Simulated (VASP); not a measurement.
Input of a VASP 6.6.1 run:

File INCAR:

```
SYSTEM = Cu
ALGO = Normal
EDIFF = 1E-7
EDIFFG = -0.03
ENCUT = 600
GGA = PE
IBRION = 2
ISIF = 3
ISMEAR = 1
LASPH = .True.
LCHARG = .False.
LREAL = .False.
LWAVE = .False.
NELM = 80
NSW = 80
PREC = Accurate
SIGMA = 0.0584
```

The input KPOINTS:

```
k-points
0
Gamma
  12 12 12
  0 0 0
```

The input POSCAR:

```
Cu
1.0
    0.0000000000      1.7810820000      1.7810820000
    1.7810820000      0.0000000000      1.7810820000
    1.7810820000      1.7810820000      0.0000000000
Cu
1
Direct
    0.0000000000      0.0000000000      0.0000000000
```

Potentials or basis: VASP PAW PBE potentials, release 64 (Cu).

The run is started by

```sh
$ cat potpaw_PBE.64/Cu/POTCAR > POTCAR
$ mpirun -np 1 vasp_std > vasp.out
```

Task: Predict the relaxed cell.

Result: a = 2.570 Å, b = 2.570 Å, c = 2.570 Å, α = 60.00°, β = 60.00°, γ = 60.00°.

Task: What does it give for the relaxed volume?

Result: 12.00 Å³/atom.

Step by step:
```
step  energy change (eV)  largest force (eV/Å)  pressure (GPa)  volume (Å³)
   1              0.0000                0.0000            9.61        11.30
   2             -0.0130                0.0000           -4.59        12.45
   3             -0.0196                0.0000            0.02        12.00
```

PBE usually gives volumes a little too large and moduli too small. Zero-point motion and thermal expansion aren't in these numbers.
